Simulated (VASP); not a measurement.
# MgSi4N (P-43m) in VASP: notebook

MgSi4N is run at these levels: PBE; tasks: single point, relaxation of cell and atoms.

Everything below comes from runs of VASP 6.6.1. Logs are shortened: lines on timing, memory, paths and dates and some standing lists are left out, and cuts for length are marked.

### 1 The cell of the first run

The structure is cubic, space group P-43m (No. 215). Conventional cell: a = 4.768 Å, b = 4.768 Å, c = 4.768 Å, α = 90.00°, β = 90.00°, γ = 90.00°. Within 2.5 Å of Mg (site symmetry -43m) lie 4 Si at 1.88 Å. Within 2.5 Å of Si (site symmetry 3m) lie 1 Mg at 1.88 Å and 1 N at 2.25 Å. N (site symmetry -43m) has 4 Si at 2.25 Å within 3.0 Å.

The cell was built from a structure type or drawn by symmetry, and may not be a known phase.

### 2 Single point, PBE

The input, INCAR:

```
PREC = Accurate
ENCUT = 520
EDIFF = 1E-6
ISMEAR = 0
SIGMA = 0.1
LREAL = F
LASPH = T
NELM = 80
ALGO = Normal
ISIF = 2
LWAVE = F
LCHARG = T
GGA = PE
LELF = T
LVHAR = T
NBANDS = 20
```

The input, KPOINTS:

```
Automatic mesh
0
Gamma
  4 4 4
```

The input, POSCAR:

```
MgSi4N
1.0
    4.7683801900      0.0000000000      0.0000000000
    0.0000000000      4.7683801900      0.0000000000
    0.0000000000      0.0000000000      4.7683801900
Mg Si N
1 4 1
Direct
    0.0000000000      0.0000000000      0.0000000000
    0.7718982500      0.7718982500      0.7718982500
    0.2281017500      0.2281017500      0.7718982500
    0.2281017500      0.7718982500      0.2281017500
    0.7718982500      0.2281017500      0.2281017500
    0.5000000000      0.5000000000      0.5000000000
```

Potentials or basis: VASP PAW PBE potentials, release 64 (Mg, Si, N).

The run is started by

```sh
cat potpaw_PBE.64/Mg/POTCAR potpaw_PBE.64/Si/POTCAR potpaw_PBE.64/N/POTCAR > POTCAR
mpirun -np 1 vasp_std > vasp.out
```

OUTCAR:

```text
PREC = Accurate
   ENCUT = 520
   EDIFF = 1E-6
   ISMEAR = 0
   LREAL = F
   LASPH = T
   NELM = 80
   ISIF = 2
   GGA = PE

 ion  position               nearest neighbor table
   1  0.000  0.000  0.000-   2 1.88   3 1.88   4 1.88   5 1.88
   2  0.772  0.772  0.772-   1 1.88   6 2.25   4 3.08   5 3.08   3 3.08
   3  0.228  0.228  0.772-   1 1.88   6 2.25   4 3.08   5 3.08   2 3.08
   4  0.228  0.772  0.228-   1 1.88   6 2.25   3 3.08   5 3.08   2 3.08
   5  0.772  0.228  0.228-   1 1.88   6 2.25   3 3.08   4 3.08   2 3.08
   6  0.500  0.500  0.500-   2 2.25   3 2.25   4 2.25   5 2.25

  LATTYP: Found a simple cubic cell.
 ALAT       =     4.7683801900

  Lattice vectors:

 A1 = (   4.7683801900,   0.0000000000,   0.0000000000)
 A2 = (   0.0000000000,   4.7683801900,   0.0000000000)
 A3 = (   0.0000000000,   0.0000000000,   4.7683801900)

Analysis of symmetry for initial positions (statically):
=====================================================================
 Subroutine PRICEL returns:
 Original cell was already a primitive cell.

 Routine SETGRP: Setting up the symmetry group for a
 simple cubic supercell.

 Subroutine GETGRP returns: Found 24 space group operations
 (whereof 24 operations were pure point group operations)
 out of a pool of 48 trial point group operations.

The static configuration has the point symmetry T_d .

Analysis of symmetry for dynamics (positions and initial velocities):
=====================================================================
 Subroutine PRICEL returns:
 Original cell was already a primitive cell.

 Routine SETGRP: Setting up the symmetry group for a
 simple cubic supercell.

 Subroutine GETGRP returns: Found 24 space group operations
 (whereof 24 operations were pure point group operations)
 out of a pool of 48 trial point group operations.

The dynamic configuration has the point symmetry T_d .

 Subroutine INISYM returns: Found 24 space group operations
 (whereof 24 operations are pure point group operations),
 and found     1 'primitive' translations

----------------------------------------------------------------------------------------

                                     Primitive cell

  volume of cell :     108.4208

  direct lattice vectors                    reciprocal lattice vectors
     4.768380190  0.000000000  0.000000000     0.209714821  0.000000000  0.000000000
     0.000000000  4.768380190  0.000000000     0.000000000  0.209714821  0.000000000
     0.000000000  0.000000000  4.768380190     0.000000000  0.000000000  0.209714821

  length of vectors
     4.768380190  4.768380190  4.768380190     0.209714821  0.209714821  0.209714821

  position of ions in fractional coordinates (direct lattice)
     0.000000000  0.000000000  0.000000000
     0.771898250  0.771898250  0.771898250
     0.228101750  0.228101750  0.771898250
     0.228101750  0.771898250  0.228101750
     0.771898250  0.228101750  0.228101750
     0.500000000  0.500000000  0.500000000

  ion indices of the primitive-cell ions
   primitive index   ion index
                 1           1
                 2           2
                 3           3
                 4           4
                 5           5
                 6           6

----------------------------------------------------------------------------------------

 KPOINTS: Automatic mesh

Automatic generation of k-mesh.
 Grid dimensions read from file:
 generate k-points for:    4    4    4

 Generating k-lattice:

  Cartesian coordinates                     Fractional coordinates (reciprocal lattice)
     0.052428705  0.000000000  0.000000000     0.250000000  0.000000000  0.000000000
     0.000000000  0.052428705  0.000000000     0.000000000  0.250000000  0.000000000
     0.000000000  0.000000000  0.052428705     0.000000000  0.000000000  0.250000000

  Length of vectors
     0.052428705  0.052428705  0.052428705

  Shift w.r.t. Gamma in fractional coordinates (k-lattice)
     0.000000000  0.000000000  0.000000000

 Subroutine IBZKPT returns following result:
 ===========================================

 Found     10 irreducible k-points:

 Following reciprocal coordinates:
            Coordinates               Weight
  0.000000  0.000000  0.000000      1.000000
  0.250000  0.000000  0.000000      6.000000
  0.500000  0.000000  0.000000      3.000000
  0.250000  0.250000  0.000000     12.000000
  0.500000  0.250000  0.000000     12.000000
  0.500000  0.500000  0.000000      3.000000
  0.250000  0.250000  0.250000      8.000000
  0.500000  0.250000  0.250000     12.000000
  0.500000  0.500000  0.250000      6.000000
  0.500000  0.500000  0.500000      1.000000
   k-points           NKPTS =     10   k-points in BZ     NKDIM =     10   number of bands    NBANDS=     20
   number of dos      NEDOS =    301   number of ions     NIONS =      6
   total plane-waves  NPLWV =  46656
   dimension x,y,z NGX =    36 NGY =   36 NGZ =   36
   dimension x,y,z NGXF=    72 NGYF=   72 NGZF=   72
   ions per type =               1   4   1
   NGX,Y,Z   is equivalent  to a cutoff of  12.55, 12.55, 12.55 a.u.
   NGXF,Y,Z  is equivalent  to a cutoff of  25.10, 25.10, 25.10 a.u.
 SYSTEM =  unknown system
   PREC   = accura    normal or accurate (medium, high low for compatibility)
   ISTART =      0    job   : 0-new  1-cont  2-samecut
   ICHARG =      2    charge: 1-file 2-atom 10-const
   ISPIN  =      1    spin polarized calculation?
   LNONCOLLINEAR =      F non collinear calculations
   LSORBIT =      F    spin-orbit coupling
   LASPH  =      T    aspherical Exc in radial PAW
   ENCUT  =  520.0 eV  38.22 Ry    6.18 a.u.   8.87  8.87  8.87*2*pi/ulx,y,z
   NELM   =     80;   NELMIN=  2; NELMDL= -5     # of ELM steps
   EDIFF  = 0.1E-05   stopping-criterion for ELM
   LREAL  =      F    real-space projection
   EDIFFG = 0.1E-04   stopping-criterion for IOM
   NSW    =      0    number of steps for IOM
   IBRION =     -1    ionic relax: 0-MD 1-quasi-New 2-CG
   NFREE  =      0    steps in history (QN), initial steepest desc. (CG)
   ISIF   =      2    stress and relaxation
   ISYM   =      2    0-nonsym 1-usesym 2-fastsym
   POTIM  = 0.5000    time-step for ionic-motion
   TEBEG  =    0.0;   TEEND  =   0.0 temperature during run
   PSTRESS=    0.0 pullay stress
   NELECT =      23.0000    total number of electrons
   NUPDOWN=      -1.0000    fix difference up-down
   EMIN   =  10.00;   EMAX   =-10.00  energy-range for DOS
   EFERMI =   0.00;   METHOD = LEGACY
   ISMEAR =     0;   SIGMA  =   0.10  broadening in eV -4-tet -1-fermi 0-gaus
   EFERMI_NEDOS =   21; number of points for ismear=-14 and -15
   IALGO  =     38    algorithm
   IMIX   =      4    mixing-type and parameters
     AMIX     =   0.40;   BMIX     =  1.00
     AMIX_MAG =   1.60;   BMIX_MAG =  1.00
  volume/ion in A,a.u.               =      18.07       121.94
  Fermi-wavevector in a.u.,A,eV,Ry     =   0.976367  1.845067 12.970341  0.953293
  Thomas-Fermi vector in A             =   2.106980
   LORBIT       =      0    0 simple, 1 ext, 2 COOP (PROOUT), +10 PAW based schemes
   GGA     = PE    functional components
   LHFCALC =     F    Hartree Fock is set to
   AEXX    =    0.0000 exact exchange contribution
   IVDW    =     0    specifies the selected vdW correction
   LEPSILON=     F    determine dielectric tensor
   LRPA    =     F    only Hartree local field effects (RPA)
 non-spin polarized calculation
 Gauss-broadening in eV      SIGMA  =   0.10
  energy-cutoff  :      520.00
  volume of cell :      108.42
 maximum number of plane-waves:      2968
 NGX is ok and might be reduce to    36
   NGX = 17   NGY = 17   NGZ = 17

 number of electron      22.9999997 magnetization

 Free energy of the ion-electron system (eV)
  ---------------------------------------------------
  ext. energy  EPLUGINS =         0.00000000
  ---------------------------------------------------
  free energy    TOTEN  =       -13.56524090 eV

  energy without entropy =      -13.54529596  energy(sigma->0) =      -13.55526843

 E-fermi :   5.2356     XC(G=0):  -9.6117

 val. band max:        5.1793147702   @ k =   0.5000   0.2500   0.2500
 cond. band min:       5.3371657177   @ k =   0.2500   0.0000   0.0000
 fundamental gap:      0.1578509476
 Fermi energy:         5.2356498550

 k-point     1 :       0.0000    0.0000    0.0000
  band No.  band energies     occupation
      1      -8.9987      2.00000
      2      -4.8429      2.00000
      3      -1.3204      2.00000
      4      -1.3204      2.00000
      5      -1.3204      2.00000
      6       1.7899      2.00000
[... 12 lines left out ...]
     19       9.5226      0.00000
     20       9.5229      0.00000

 k-point     2 :       0.2500    0.0000    0.0000
  band No.  band energies     occupation
      1      -8.9219      2.00000
      2      -4.8757      2.00000
      3      -1.8775      2.00000
      4      -1.1823      2.00000
      5      -1.1823      2.00000
      6       1.4796      2.00000
[... 12 lines left out ...]
     19       9.9916      0.00000
     20       9.9919      0.00000

 k-point     3 :       0.5000    0.0000    0.0000
  band No.  band energies     occupation
      1      -8.8394      2.00000
      2      -4.9340      2.00000
      3      -2.2191      2.00000
      4      -1.0205      2.00000
      5      -1.0205      2.00000
      6       0.8942      2.00000
[... 12 lines left out ...]
     19      10.7845      0.00000
     20      11.0842      0.00000

 k-point     4 :       0.2500    0.2500    0.0000
  band No.  band energies     occupation
      1      -8.8599      2.00000
      2      -4.7510      2.00000
      3      -2.3100      2.00000
      4      -1.5118      2.00000
      5      -0.8882      2.00000
      6       1.0017      2.00000
[... 107 lines left out ...]
 k-point     9 :       0.5000    0.5000    0.2500
  band No.  band energies     occupation
      1      -8.7167      2.00000
      2      -3.7197      2.00000
      3      -2.6859      2.00000
      4      -2.6859      2.00000
      5      -1.3318      2.00000
      6       0.7316      2.00000
[... 12 lines left out ...]
     19       9.2203      0.00000
     20       9.3171      0.00000

 k-point    10 :       0.5000    0.5000    0.5000
  band No.  band energies     occupation
      1      -8.6846      2.00000
      2      -3.0948      2.00000
      3      -2.3757      2.00000
      4      -2.3757      2.00000
      5      -2.3757      2.00000
      6       0.1151      2.00000
[... 12 lines left out ...]
     19       9.2048      0.00000
     20       9.2048      0.00000

------------------------ aborting loop because EDIFF is reached ----------------------------------------

  FORCE on cell =-STRESS in cart. coord.  units (eV):
  Direction    XX          YY          ZZ          XY          YZ          ZX
  --------------------------------------------------------------------------------------
  -------------------------------------------------------------------------------------
  Total       16.8215094     16.8215094     16.8215094      0.0000000      0.0000000     -0.0000000
  in kB      248.5781316    248.5781316    248.5781316      0.0000000      0.0000000     -0.0000000
  external PRESSURE =     248.5781316 kB  Pullay stress =       0.0000000 kB

 VOLUME and BASIS-vectors are now :
 -----------------------------------------------------------------------------
  energy-cutoff  :      520.00
  volume of cell :      108.42
      direct lattice vectors                 reciprocal lattice vectors
     4.768380190  0.000000000  0.000000000     0.209714821  0.000000000  0.000000000
     0.000000000  4.768380190  0.000000000     0.000000000  0.209714821  0.000000000
     0.000000000  0.000000000  4.768380190     0.000000000  0.000000000  0.209714821

 POSITION                                       TOTAL-FORCE (eV/Angst)
 -----------------------------------------------------------------------------------
      0.00000      0.00000      0.00000        -0.000000     -0.000000     -0.000000
      3.68070      3.68070      3.68070        -7.905112     -7.905112     -7.905112
      1.08768      1.08768      3.68070         7.905112      7.905112     -7.905112
      1.08768      3.68070      1.08768         7.905112     -7.905112      7.905112
      3.68070      1.08768      1.08768        -7.905112      7.905112      7.905112
      2.38419      2.38419      2.38419         0.000000      0.000000      0.000000
 -----------------------------------------------------------------------------------
    total drift:                               -0.000000     -0.000000      0.000000

  FREE ENERGIE OF THE ION-ELECTRON SYSTEM (eV)
  ---------------------------------------------------
  free  energy   TOTEN  =       -13.5652409013 eV

  energy  without entropy=      -13.5452959577  energy(sigma->0) =      -13.55526843
```

It took 28 s on 1 thread of Intel Xeon 8259CL, shared host; peak memory 0.21 GiB.

Results:

| Property | Result |
| --- | --- |
| Free energy | -13.5652 eV |
| Pressure | 24.9 GPa |
| Largest force | 13.692 eV/Å |
| Band gap on the k mesh | zero (an odd number of electrons rules out a gap without spin polarisation) |

Forces on the atoms (eV/Å):
```
Mg   0.000  0.000  0.000
Si  -7.905 -7.905 -7.905
Si   7.905  7.905 -7.905
Si   7.905 -7.905  7.905
Si  -7.905  7.905  7.905
N    0.000  0.000  0.000
```

Caveat: the cell stands under pressure; forces of over 1 eV/Å act on the atoms, so gaps and moduli don't describe the material at rest.

### 3 Single point, PBE

This run uses another cell than the first one, of 19.45 Å³/atom.

The input, INCAR:

```
SYSTEM = MgSi4N
PREC = Accurate ; ENCUT = 520
EDIFF = 1E-6 ; ISMEAR = 0
SIGMA = 0.1 ; LREAL = .FALSE.
LASPH = .TRUE. ; NELM = 60
ALGO = Normal ; ISIF = 2
LWAVE = .FALSE. ; LCHARG = .FALSE.
GGA = PE ; NBANDS = 20
```

The input, KPOINTS:

```
Automatic mesh
0
G
  4 4 4
  0 0 0
```

The input, POSCAR:

```
MgSi4N
1.0
    4.8865005139      0.0000000000      0.0000000000
    0.0000000000      4.8865005139      0.0000000000
    0.0000000000      0.0000000000      4.8865005139
Mg Si N
1 4 1
Direct
    0.0000000000      0.0000000000      0.0000000000
    0.7151122269      0.7151122269      0.7151122269
    0.2848877731      0.2848877731      0.7151122269
    0.2848877731      0.7151122269      0.2848877731
    0.7151122269      0.2848877731      0.2848877731
    0.5000000000      0.5000000000      0.5000000000
```

Potentials or basis: VASP PAW PBE potentials, release 64 (Mg, Si, N).

The run is started by

```sh
cat potpaw_PBE.64/Mg/POTCAR potpaw_PBE.64/Si/POTCAR potpaw_PBE.64/N/POTCAR > POTCAR
mpirun -np 1 vasp_std > vasp.out
```

It took 25 s on 1 thread of Intel Xeon 8259CL, shared host; peak memory 0.21 GiB.

Results (log left out):

```yaml
Free_energy: -26.5045 eV
Pressure: 0.1 GPa
Largest_force: 0.032 eV/Å
Band_gap_on_the_k_mesh: zero (an odd number of electrons rules out a gap without spin polarisation)
```

Forces in eV/Å, atoms in the order of the input:
```
Mg   0.000  0.000  0.000
Si  -0.018 -0.018 -0.018
Si   0.018  0.018 -0.018
Si   0.018 -0.018  0.018
Si  -0.018  0.018  0.018
N    0.000  0.000  0.000
```

Levels at points of the mesh, in eV from the Fermi level:
```csv
k point,band 9,band 10,band 11,band 12,band 13,band 14
"(0.00, 0.00, 0.00)",-3.64,-3.64,-0.55,1.11,1.11,1.11
"(0.50, 0.00, 0.00)",-2.79,-1.42,-0.54,-0.13,0.27,0.27
"(0.50, 0.50, 0.00)",-1.79,-1.79,-1.71,-0.32,0.49,0.49
"(0.50, 0.50, 0.50)",-2.41,-2.41,-2.41,-0.68,1.98,1.98
```

### 4 Relaxation of cell and atoms, PBE

The input, INCAR:

```
SYSTEM = MgSi4N
PREC = Accurate
ENCUT = 600
EDIFF = 1E-7
ISMEAR = 0
SIGMA = 0.1
LREAL = .False.
LASPH = .True.
NELM = 100
ALGO = Normal
ISIF = 3
LWAVE = .False.
LCHARG = .False.
GGA = PE
IBRION = 2
NSW = 90
EDIFFG = -0.04
```

The input, KPOINTS:

```
regular mesh
0
Gamma
  4 4 4
  0 0 0
```

The input, POSCAR:

```
MgSi4N
1.0
    4.7683801900      0.0000000000      0.0000000000
    0.0000000000      4.7683801900      0.0000000000
    0.0000000000      0.0000000000      4.7683801900
Mg Si N
1 4 1
Direct
    0.0000000000      0.0000000000      0.0000000000
    0.7718982500      0.7718982500      0.7718982500
    0.2281017500      0.2281017500      0.7718982500
    0.2281017500      0.7718982500      0.2281017500
    0.7718982500      0.2281017500      0.2281017500
    0.5000000000      0.5000000000      0.5000000000
```

The run is started by

```sh
cat potpaw_PBE.64/Mg/POTCAR potpaw_PBE.64/Si/POTCAR potpaw_PBE.64/N/POTCAR > POTCAR
mpirun -np 1 vasp_std > vasp.out
```

Wall time 5 min (1 thread of Intel Xeon 8259CL, shared host); peak memory 0.26 GiB.

Results (log left out):

```yaml
Free_energy: -26.5045 eV
Relaxed_volume: 19.47 Å³/atom
Relaxed_cell: a = 4.888 Å, b = 4.888 Å, c = 4.888 Å, α = 90.00°, β = 90.00°, γ = 90.00°
Space_group_after_relaxing_to_0.1_Å: P-43m (No. 215)
Energy_gained_by_relaxing: 2156.1 meV/atom
Ionic_steps: 9
Pressure_after_relaxing: 0.1 GPa
Largest_force_after_relaxing: 0.014 eV/Å
Band_gap_on_the_k_mesh: zero (an odd number of electrons rules out a gap without spin polarisation)
```

Forces on the atoms (eV/Å):
```
Mg   0.000  0.000  0.000
Si   0.008  0.008  0.008
Si  -0.008 -0.008  0.008
Si  -0.008  0.008 -0.008
Si   0.008 -0.008 -0.008
N    0.000  0.000  0.000
```

Step by step:
```csv
step,energy change (eV),largest force (eV/Å),pressure (GPa),volume (Å³)
1,0.0000,13.6915,24.84,108.42
2,-11.2905,1.7008,-2.55,158.59
3,-12.2346,0.8944,-7.68,141.61
4,-12.2345,1.0220,-7.73,140.89
5,-12.7329,1.5233,0.21,121.91
6,-12.7732,0.8356,-2.04,125.58
7,-12.9105,0.3911,-1.06,120.04
8,-12.9365,0.0427,-0.02,117.03
9,-12.9366,0.0141,0.07,116.80
```

Final structure:
```cif
data_structure
_symmetry_space_group_name_H-M 'P 1'
_symmetry_Int_Tables_number 1
_cell_length_a 4.8881
_cell_length_b 4.8881
_cell_length_c 4.8881
_cell_angle_alpha 90.000
_cell_angle_beta 90.000
_cell_angle_gamma 90.000
_cell_volume 116.80
loop_
_atom_site_label
_atom_site_type_symbol
_atom_site_fract_x
_atom_site_fract_y
_atom_site_fract_z
_atom_site_occupancy
Mg1 Mg 0.00000 0.00000 0.00000 1
Si1 Si 0.71491 0.71491 0.71491 1
Si2 Si 0.28509 0.28509 0.71491 1
Si3 Si 0.28509 0.71491 0.28509 1
Si4 Si 0.71491 0.28509 0.28509 1
N1 N 0.50000 0.50000 0.50000 1
```

Levels at points of the mesh, in eV from the Fermi level:
```csv
k point,band 9,band 10,band 11,band 12,band 13,band 14
"(0.00, 0.00, 0.00)",-3.63,-3.63,-0.55,1.11,1.11,1.11
"(0.50, 0.00, 0.00)",-2.80,-1.42,-0.54,-0.14,0.27,0.27
"(0.50, 0.50, 0.00)",-1.79,-1.79,-1.71,-0.32,0.49,0.49
"(0.50, 0.50, 0.50)",-2.42,-2.42,-2.42,-0.69,1.97,1.97
```

(Continued in part 2 of 2.)
